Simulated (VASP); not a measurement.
# Ti2HC (R-3m) in VASP: further runs

The runs below take Ti2HC through single point, with LDA.

Program: VASP 6.6.1. These are calculated values, not measurements. Logs are shortened: lines on timing, memory, paths and dates and some standing lists are left out, and cuts for length are marked.

**1. The cell of the first run**

Symmetry: R-3m, No. 166, trigonal system. The conventional cell has a = 3.097 Å, b = 3.097 Å, c = 14.385 Å, α = 90.00°, β = 90.00°, γ = 120.00°. Ti (site symmetry 3m) has 3 C at 2.11 Å and 3 H at 2.20 Å and 3 Ti at 2.85 Å within 2.9 Å. H (site symmetry -3m) has 6 Ti at 2.20 Å and 6 C at 2.99 Å and 6 H at 3.10 Å within 3.1 Å. C (site symmetry -3m) has 6 Ti at 2.11 Å within 2.8 Å.

**2. Single point, LDA**

INCAR

```
SYSTEM = Ti2HC
ALGO     = Normal         ! electronic algorithm
EDIFF    = 1E-6           ! SCF threshold, eV
ENCUT    = 520            ! plane-wave cutoff, eV
ISIF     = 2              ! what is computed and relaxed
ISMEAR   = 0              ! smearing method
LASPH    = .True.         ! aspherical terms in the spheres
LCHARG   = .True.         ! write CHGCAR
LELF     = .True.         ! ELF
LREAL    = .False.        ! projectors in reciprocal space
LVHAR    = .True.       
LWAVE    = .False.        ! write WAVECAR
NBANDS   = 22             ! bands
NELM     = 100            ! most SCF steps
PREC     = Accurate       ! precision mode
SIGMA    = 0.05           ! smearing width, eV
```

KPOINTS

```
k-points
0
Gamma
  12 12 12
  0 0 0
```

POSCAR

```
Ti2HC
1.0
   -1.5482797468      2.6816991858      0.0000000000
   -3.0965594936      0.0000000000      0.0000000000
   -1.5482797468      0.8938997286      4.7948803090
Ti H C
2 1 1
Direct
    0.2439459500      0.2439459500      0.2681621500
    0.7560540500      0.7560540500      0.7318378500
    0.0000000000      0.0000000000      0.0000000000
    0.5000000000      0.5000000000      0.5000000000
```

Potentials or basis: VASP PAW LDA potentials, release 64 (Ti_sv, H, C).

Run with:

```sh
$ cat potpaw_LDA.64/Ti_sv/POTCAR potpaw_LDA.64/H/POTCAR potpaw_LDA.64/C/POTCAR > POTCAR
$ mpirun -np 1 vasp_std > vasp.out
```

OUTCAR:

```text
SYSTEM = Ti2HC
   EDIFF = 1E-6
   ENCUT = 520
   ISIF = 2
   ISMEAR = 0
   LASPH = .True.
   LREAL = .False.
   NELM = 100
   PREC = Accurate

 ion  position               nearest neighbor table
   1  0.244  0.244  0.268-   4 2.11   4 2.11   4 2.11   2 2.85   2 2.85   2 2.85
   2  0.756  0.756  0.732-   4 2.11   4 2.11   4 2.11   1 2.85   1 2.85   1 2.85
   3  0.000  0.000  0.000-
   4  0.500  0.500  0.500-   1 2.11   2 2.11   2 2.11   1 2.11   1 2.11   2 2.11

  LATTYP: Found a trigonal (rhomboedric) cell.
 ALAT       =     5.1173336882
 COS(alpha) =     0.8169197963

  Lattice vectors:

 A1 = (   0.0000000000,  -1.7877994572,   4.7948803090)
 A2 = (   1.5482797468,   0.8938997286,   4.7948803090)
 A3 = (  -1.5482797468,   0.8938997286,   4.7948803090)

Analysis of symmetry for initial positions (statically):
=====================================================================
 Subroutine PRICEL returns:
 Original cell was already a primitive cell.

 Routine SETGRP: Setting up the symmetry group for a
 trigonal (rhombohedral) supercell.

 Subroutine GETGRP returns: Found 12 space group operations
 (whereof 12 operations were pure point group operations)
 out of a pool of 12 trial point group operations.

The static configuration has the point symmetry D_3d.

Analysis of symmetry for dynamics (positions and initial velocities):
=====================================================================
 Subroutine PRICEL returns:
 Original cell was already a primitive cell.

 Routine SETGRP: Setting up the symmetry group for a
 trigonal (rhombohedral) supercell.

 Subroutine GETGRP returns: Found 12 space group operations
 (whereof 12 operations were pure point group operations)
 out of a pool of 12 trial point group operations.

The dynamic configuration has the point symmetry D_3d.

 Subroutine INISYM returns: Found 12 space group operations
 (whereof 12 operations are pure point group operations),
 and found     1 'primitive' translations

----------------------------------------------------------------------------------------

                                     Primitive cell

  volume of cell :      39.8169

  direct lattice vectors                    reciprocal lattice vectors
    -1.548279747  2.681699186  0.000000000     0.000000000  0.372897902 -0.069518593
    -3.096559494  0.000000000  0.000000000    -0.322939056 -0.186448951 -0.069518593
    -1.548279747  0.893899729  4.794880309     0.000000000  0.000000000  0.208555779

  length of vectors
     3.096559494  3.096559494  5.117333688     0.379322660  0.379322660  0.208555779

  position of ions in fractional coordinates (direct lattice)
     0.243945950  0.243945950  0.268162150
     0.756054050  0.756054050  0.731837850
     0.000000000  0.000000000  0.000000000
     0.500000000  0.500000000  0.500000000

  ion indices of the primitive-cell ions
   primitive index   ion index
                 1           1
                 2           2
                 3           3
                 4           4

----------------------------------------------------------------------------------------

 KPOINTS: k-points

Automatic generation of k-mesh.
 Grid dimensions read from file:
 generate k-points for:   12   12   12

 Generating k-lattice:

  Cartesian coordinates                     Fractional coordinates (reciprocal lattice)
     0.000000000  0.031074825 -0.005793216     0.083333333  0.000000000  0.000000000
    -0.026911588 -0.015537413 -0.005793216     0.000000000  0.083333333  0.000000000
     0.000000000  0.000000000  0.017379648     0.000000000  0.000000000  0.083333333

  Length of vectors
     0.031610222  0.031610222  0.017379648

  Shift w.r.t. Gamma in fractional coordinates (k-lattice)
     0.000000000  0.000000000  0.000000000

 Subroutine IBZKPT returns following result:
 ===========================================

 Found    189 irreducible k-points:

 Following reciprocal coordinates:
            Coordinates               Weight
  0.000000  0.000000  0.000000      1.000000
  0.083333  0.000000  0.000000      6.000000
  0.166667  0.000000  0.000000      6.000000
  0.250000  0.000000  0.000000      6.000000
  0.333333  0.000000  0.000000      6.000000
  0.416667  0.000000 -0.000000      6.000000
[... 16 lines left out ...]
  0.500000  0.166667  0.000000     12.000000
 -0.416667  0.166667 -0.000000     12.000000
 [... further k-points ...]
   k-points           NKPTS =    189   k-points in BZ     NKDIM =    189   number of bands    NBANDS=     22
   number of dos      NEDOS =    301   number of ions     NIONS =      4
   total plane-waves  NPLWV =  23040
   dimension x,y,z NGX =    24 NGY =   24 NGZ =   40
   dimension x,y,z NGXF=    48 NGYF=   48 NGZF=   80
   ions per type =               2   1   1
   NGX,Y,Z   is equivalent  to a cutoff of  12.88, 12.88, 12.99 a.u.
   NGXF,Y,Z  is equivalent  to a cutoff of  25.77, 25.77, 25.99 a.u.
 SYSTEM =  Ti2HC
   PREC   = accura    normal or accurate (medium, high low for compatibility)
   ISTART =      0    job   : 0-new  1-cont  2-samecut
   ICHARG =      2    charge: 1-file 2-atom 10-const
   ISPIN  =      1    spin polarized calculation?
   LNONCOLLINEAR =      F non collinear calculations
   LSORBIT =      F    spin-orbit coupling
   LASPH  =      T    aspherical Exc in radial PAW
   ENCUT  =  520.0 eV  38.22 Ry    6.18 a.u.   5.76  5.76  9.51*2*pi/ulx,y,z
   NELM   =    100;   NELMIN=  2; NELMDL= -5     # of ELM steps
   EDIFF  = 0.1E-05   stopping-criterion for ELM
   LREAL  =      F    real-space projection
   EDIFFG = 0.1E-04   stopping-criterion for IOM
   NSW    =      0    number of steps for IOM
   IBRION =     -1    ionic relax: 0-MD 1-quasi-New 2-CG
   NFREE  =      0    steps in history (QN), initial steepest desc. (CG)
   ISIF   =      2    stress and relaxation
   ISYM   =      2    0-nonsym 1-usesym 2-fastsym
   POTIM  = 0.5000    time-step for ionic-motion
   TEBEG  =    0.0;   TEEND  =   0.0 temperature during run
   PSTRESS=    0.0 pullay stress
   NELECT =      29.0000    total number of electrons
   NUPDOWN=      -1.0000    fix difference up-down
   EMIN   =  10.00;   EMAX   =-10.00  energy-range for DOS
   EFERMI =   0.00;   METHOD = LEGACY
   ISMEAR =     0;   SIGMA  =   0.05  broadening in eV -4-tet -1-fermi 0-gaus
   EFERMI_NEDOS =   21; number of points for ismear=-14 and -15
   IALGO  =     38    algorithm
   IMIX   =      4    mixing-type and parameters
     AMIX     =   0.40;   BMIX     =  1.00
     AMIX_MAG =   1.60;   BMIX_MAG =  1.00
  volume/ion in A,a.u.               =       9.95        67.17
  Fermi-wavevector in a.u.,A,eV,Ry     =   1.472940  2.783453 29.518553  2.169552
  Thomas-Fermi vector in A             =   2.587894
   LORBIT       =      0    0 simple, 1 ext, 2 COOP (PROOUT), +10 PAW based schemes
   GGA     = CA    functional components
   LHFCALC =     F    Hartree Fock is set to
   AEXX    =    0.0000 exact exchange contribution
   IVDW    =     0    specifies the selected vdW correction
   LEPSILON=     F    determine dielectric tensor
   LRPA    =     F    only Hartree local field effects (RPA)
 non-spin polarized calculation
 Gauss-broadening in eV      SIGMA  =   0.05
  energy-cutoff  :      520.00
  volume of cell :       39.82
 maximum number of plane-waves:      1087
   NGX = 11   NGY = 11   NGZ = 19

 number of electron      29.0000000 magnetization

 Free energy of the ion-electron system (eV)
  ---------------------------------------------------
  ext. energy  EPLUGINS =         0.00000000
  ---------------------------------------------------
  free energy    TOTEN  =       -33.85924810 eV

  energy without entropy =      -33.85608601  energy(sigma->0) =      -33.85766706

 E-fermi :   8.7073     XC(G=0): -12.3814

 val. band max:        8.7003609888   @ k =  -0.2500   0.0000   0.0833
 cond. band min:       8.7112825691   @ k =  -0.4167  -0.4167   0.1667
 fundamental gap:      0.0109215803
 Fermi energy:         8.7072537106

 k-point     1 :       0.0000    0.0000    0.0000
  band No.  band energies     occupation
      1     -47.3428      2.00000
      2     -47.2268      2.00000
      3     -24.3177      2.00000
      4     -23.8198      2.00000
      5     -23.8198      2.00000
      6     -23.7330      2.00000
[... 14 lines left out ...]
     21      12.7698      0.00000
     22      14.6483      0.00000

 k-point     2 :       0.0833    0.0000    0.0000
  band No.  band energies     occupation
      1     -47.3379      2.00000
      2     -47.2257      2.00000
      3     -24.3050      2.00000
      4     -23.8445      2.00000
      5     -23.8257      2.00000
      6     -23.7568      2.00000
[... 14 lines left out ...]
     21      12.8861      0.00000
     22      14.5659      0.00000

 k-point     3 :       0.1667    0.0000    0.0000
  band No.  band energies     occupation
      1     -47.3241      2.00000
      2     -47.2231      2.00000
      3     -24.2696      2.00000
      4     -23.9098      2.00000
      5     -23.8417      2.00000
      6     -23.8202      2.00000
[... 14 lines left out ...]
     21      13.0950      0.00000
     22      14.3824      0.00000

 k-point     4 :       0.2500    0.0000    0.0000
  band No.  band energies     occupation
      1     -47.3040      2.00000
      2     -47.2207      2.00000
      3     -24.2194      2.00000
      4     -23.9962      2.00000
      5     -23.9014      2.00000
      6     -23.8635      2.00000
[... 14 lines left out ...]
     21      13.3794      0.00000
     22      14.1328      0.00000

 k-point     5 :       0.3333    0.0000    0.0000
  band No.  band energies     occupation
      1     -47.2814      2.00000
      2     -47.2208      2.00000
      3     -24.1744      2.00000
      4     -24.0774      2.00000
      5     -23.9673      2.00000
      6     -23.8850      2.00000
[... 14 lines left out ...]
     21      13.3703      0.00000
     22      14.1211      0.00000

 k-point     6 :       0.4167    0.0000   -0.0000
  band No.  band energies     occupation
      1     -47.2608      2.00000
      2     -47.2249      2.00000
      3     -24.1753      2.00000
      4     -24.1211      2.00000
      5     -23.9756      2.00000
      6     -23.9006      2.00000
[... 14 lines left out ...]
     21      12.6164      0.00000
     22      14.5570      0.00000

 k-point     7 :       0.5000    0.0000    0.0000
  band No.  band energies     occupation
      1     -47.2500      2.00000
      2     -47.2296      2.00000
      3     -24.1898      2.00000
      4     -24.1329      2.00000
      5     -23.9500      2.00000
      6     -23.9063      2.00000
[... 324 lines left out ...]
      6     -23.8436      2.00000
[... 14 lines left out ...]
     21      13.1237      0.00000
     22      14.1674      0.00000

 k-point    21 :       0.3333    0.1667    0.0000
  band No.  band energies     occupation
      1     -47.2917      2.00000
      2     -47.2217      2.00000
      3     -24.2015      2.00000
      4     -24.0223      2.00000
      5     -23.9697      2.00000
      6     -23.8511      2.00000
[... 14 lines left out ...]
     21      13.2921      0.00000
     22      14.2354      0.00000

 k-point    22 :       0.4167    0.1667    0.0000
  band No.  band energies     occupation
      1     -47.2714      2.00000
      2     -47.2226      2.00000
      3     -24.1761      2.00000
      4     -24.0729      2.00000
      5     -24.0172      2.00000
      6     -23.8689      2.00000
[... 14 lines left out ...]
     21      13.3360      0.00000
     22      13.7748      0.00000

 k-point    23 :       0.5000    0.1667    0.0000
  band No.  band energies     occupation
      1     -47.2529      2.00000
      2     -47.2267      2.00000
      3     -24.1714      2.00000
      4     -24.1122      2.00000
      5     -24.0210      2.00000
      6     -23.9192      2.00000
[... 14 lines left out ...]
     21      12.8997      0.00000
     22      13.9617      0.00000

 k-point    24 :      -0.4167    0.1667   -0.0000
  band No.  band energies     occupation
      1     -47.2453      2.00000
      2     -47.2291      2.00000
      3     -24.1682      2.00000
      4     -24.1303      2.00000
      5     -24.0091      2.00000
      6     -23.9503      2.00000
[... 14 lines left out ...]
     21      12.9237      0.00000
     22      13.9120      0.00000

 [... further k-points ...]

------------------------ aborting loop because EDIFF is reached ----------------------------------------

  FORCE on cell =-STRESS in cart. coord.  units (eV):
  Direction    XX          YY          ZZ          XY          YZ          ZX
  --------------------------------------------------------------------------------------
  -------------------------------------------------------------------------------------
  Total       -2.3524195     -2.3524195     -2.2935791     -0.0000000      0.0000000      0.0000000
  in kB      -94.6581680    -94.6581680    -92.2905098     -0.0000000      0.0000000      0.0000000
  external PRESSURE =     -93.8689486 kB  Pullay stress =       0.0000000 kB

 VOLUME and BASIS-vectors are now :
 -----------------------------------------------------------------------------
  energy-cutoff  :      520.00
  volume of cell :       39.82
      direct lattice vectors                 reciprocal lattice vectors
    -1.548279747  2.681699186  0.000000000     0.000000000  0.372897902 -0.069518593
    -3.096559494  0.000000000  0.000000000    -0.322939056 -0.186448951 -0.069518593
    -1.548279747  0.893899729  4.794880309     0.000000000  0.000000000  0.208555779

 POSITION                                       TOTAL-FORCE (eV/Angst)
 -----------------------------------------------------------------------------------
     -1.54828      0.89390      1.28581         0.000000      0.000000      0.362946
     -4.64484      2.68170      3.50907        -0.000000     -0.000000     -0.362946
      0.00000      0.00000      0.00000         0.000000      0.000000      0.000000
     -3.09656      1.78780      2.39744         0.000000     -0.000000      0.000000
 -----------------------------------------------------------------------------------
    total drift:                                0.000000      0.000000      0.000000

  FREE ENERGIE OF THE ION-ELECTRON SYSTEM (eV)
  ---------------------------------------------------
  free  energy   TOTEN  =       -33.8592480955 eV

  energy  without entropy=      -33.8560860150  energy(sigma->0) =      -33.85766706
```

It took 51 s on 1 thread of Intel Xeon 6975P-C (Granite Rapids), shared host; peak memory 0.26 GiB.

What came out:

| Property | Result |
| --- | --- |
| Free energy | -33.8592 eV |
| Pressure | -9.4 GPa |
| Largest force | 0.363 eV/Å |
| Band gap on the k mesh | zero (an odd number of electrons rules out a gap without spin polarisation) |

Forces on the atoms (eV/Å):
```
Ti   0.000  0.000  0.363
Ti   0.000  0.000 -0.363
H    0.000  0.000  0.000
C    0.000  0.000  0.000
```

Stress tensor (GPa, compression positive):
```
-9.47  0.00  0.00
 0.00 -9.47  0.00
 0.00  0.00 -9.23
```

Levels at points of the mesh, in eV from the Fermi level:
| k point | band 11 | band 12 | band 13 | band 14 | band 15 | band 16 | band 17 | band 18 | band 19 | band 20 |
| --- | --- | --- | --- | --- | --- | --- | --- | --- | --- | --- |
| (0.00, 0.00, 0.00) | -5.08 | -2.81 | -2.81 | 0.27 | 0.27 | 0.96 | 1.78 | 1.78 | 2.95 | 2.95 |
| (0.50, 0.00, 0.00) | -4.13 | -3.01 | -2.56 | -1.55 | -0.46 | 1.50 | 2.30 | 2.66 | 2.97 | 3.17 |
| (0.50, 0.50, 0.00) | -5.14 | -2.88 | -2.74 | -1.82 | 0.28 | 2.25 | 2.69 | 2.75 | 3.26 | 3.41 |
| (0.00, 0.00, 0.50) | -2.66 | -2.63 | -2.63 | 0.11 | 0.61 | 0.61 | 1.52 | 1.52 | 2.00 | 2.00 |

Caveat: the cell stands under tension.

(Part 1 of 2 ends here.)
